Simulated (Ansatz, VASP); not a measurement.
**Li: VASP beside Ansatz**

```
CELL_PARAMETERS angstrom
-1.71500 1.75000 1.75000
1.75000 -1.71500 1.75000
1.75000 1.75000 -1.71500
ATOMIC_POSITIONS crystal
Li 0.00000 0.00000 0.00000
```

Change from the starting cell: equal xy, yz and zx shear strains of +2 %, crystal datasets.

Alike in both runs: task electric field gradients; functional LDA; k mesh 13 × 13 × 13; occupations fermi-dirac, width 0.05 eV; no spin polarisation.

|  | VASP | Ansatz |
| --- | --- | --- |
| version | VASP 6.6.1 | Ansatz 0.2.0 |
| potentials or method | VASP PAW LDA potentials, release 64 (Li_sv), cutoff 520 eV | all-electron PAW with datasets made for the crystal, scalar-relativistic |

|  | VASP | Ansatz | Ansatz less VASP |
| --- | --- | --- | --- |
| size of Vzz on the site where it differs most (V/Å²) | 0.1 | 0.1 | -0.02 |

LDA's correlation is that of Perdew and Zunger in VASP and of Perdew and Wang (1992) in Ansatz. Ansatz ran all-electron here, and VASP with PAW potentials.

Noted on VASP's run: the cutoff is short for stress, so the pressure is rough.
